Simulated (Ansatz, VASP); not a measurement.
TaN: VASP beside Ansatz

```
CELL_PARAMETERS angstrom
5.19100 0.00000 0.00000
-2.59550 4.49554 0.00000
0.00000 0.00000 2.90800
ATOMIC_POSITIONS crystal
Ta 0.00000 0.00000 0.00000
Ta 0.33333 0.66667 0.50000
Ta 0.66667 0.33333 0.50000
N 0.50000 0.00000 0.00000
N 0.50000 0.50000 0.00000
N 0.00000 0.50000 0.00000
```

Alike in both runs: task single point; functional LDA; k mesh 4 × 4 × 6; occupations fermi-dirac, width 0.1 eV; no spin polarisation.

```csv
,VASP,Ansatz
version,VASP 6.6.1,Ansatz 0.2.0
potentials or method,"VASP PAW LDA potentials, release 64 (Ta_sv_GW, N), cutoff 600 eV","plane waves, PAW"
valence electrons in the cell,54,54
```

Ansatz gave:

* pressure (GPa): -4.9
* traceless stress, the component that is largest in VASP (GPa): -2.46

Q: What did VASP give for the same quantities?

A: Pressure (GPa): -3.9; traceless stress, the component that is largest in VASP (GPa): -2.03.

LDA's correlation is that of Perdew and Zunger in VASP and of Perdew and Wang (1992) in Ansatz.

The k mesh is coarse, so the values compare programs but aren't converged. Neither program's run includes spin-orbit coupling.
